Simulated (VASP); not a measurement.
Set up this calculation in VASP 6.6.1, as the native input.

| Quantity | Value |
| --- | --- |
| Task | single point |
| Functional | r2SCAN |
| Potentials or basis | VASP PAW PBE potentials, release 64 (Pd) |
| Cutoff | 520 eV |
| k mesh | 15 × 15 × 8 |
| Occupations | fermi-dirac, width 0.05 eV |
| Spin | collinear spin, ferromagnetic start |
| Starting moments | [0.44, 0.44] μB |
| Dipole correction | no |
| Further INCAR settings | ALGO = Normal; EDIFF = 1e-06; NBANDS = 21 |

Pd:

```
CELL_PARAMETERS angstrom
2.71128 0.00000 0.00000
-1.35564 2.34804 0.00000
0.00000 0.00000 4.53636
ATOMIC_POSITIONS crystal
Pd 0.33333 0.66667 0.25000
Pd 0.66667 0.33333 0.75000
```

This cell differs from its parent crystal: volume scaled by 0.96.

The input as run:

POSCAR

```
Pd
1.0
    2.7112824731      0.0000000000      0.0000000000
   -1.3556412366      2.3480394986      0.0000000000
    0.0000000000      0.0000000000      4.5363593555
Pd
2
Direct
    0.3333333333      0.6666666667      0.2500000000
    0.6666666667      0.3333333333      0.7500000000
```

INCAR.step1

```
SYSTEM = Pd
  ALGO = Normal
  EDIFF = 1E-4
  ENCUT = 520
  GGA = PE
  ISMEAR = -1
  ISPIN = 2
  LASPH = .True.
  LCHARG = .False.
  LMAXMIX = 4
  LREAL = .False.
  LWAVE = .True.
  MAGMOM = 0.44 0.44
  NBANDS = 21
  NELM = 150
  PREC = Accurate
  SIGMA = 0.05
```

INCAR.step2

```
SYSTEM = Pd
  ALGO = Normal
  EDIFF = 1E-6
  ENCUT = 520
  ISIF = 2
  ISMEAR = -1
  ISPIN = 2
  ISTART = 1
  LASPH = .True.
  LCHARG = .False.
  LMAXMIX = 4
  LMIXTAU = .True.
  LORBIT = 11
  LREAL = .False.
  LWAVE = .False.
  MAGMOM = 0.44 0.44
  METAGGA = R2SCAN
  NBANDS = 21
  NELM = 150
  PREC = Accurate
  SIGMA = 0.05
```

KPOINTS

```
k-points
0
Gamma
  15 15 8
  0 0 0
```

Potentials or basis: VASP PAW PBE potentials, release 64 (Pd).

Command:

```console
$ cat potpaw_PBE.64/Pd/POTCAR > POTCAR
$ cp INCAR.step1 INCAR
$ mpirun -np 1 vasp_std > vasp.out
$ cp INCAR.step2 INCAR
$ mpirun -np 1 vasp_std > vasp.out
```

It gave:

```yaml
Pressure: 9.0 GPa
Net_moment: 0.82 μB per cell
Site_moments: Pd +0.41 μB
Valence_electrons_inside_the_program's_atomic_spheres: Pd 9.53
```

Caveat: the PAW data sets were made with another functional, which shifts forces and pressure a little.

It took 8.1 min on 1 thread of Intel(R) Xeon(R) Platinum 8259CL CPU @ 2.50GHz (Skylake/Cascade Lake), on a shared host, peak memory 0.24 GiB.
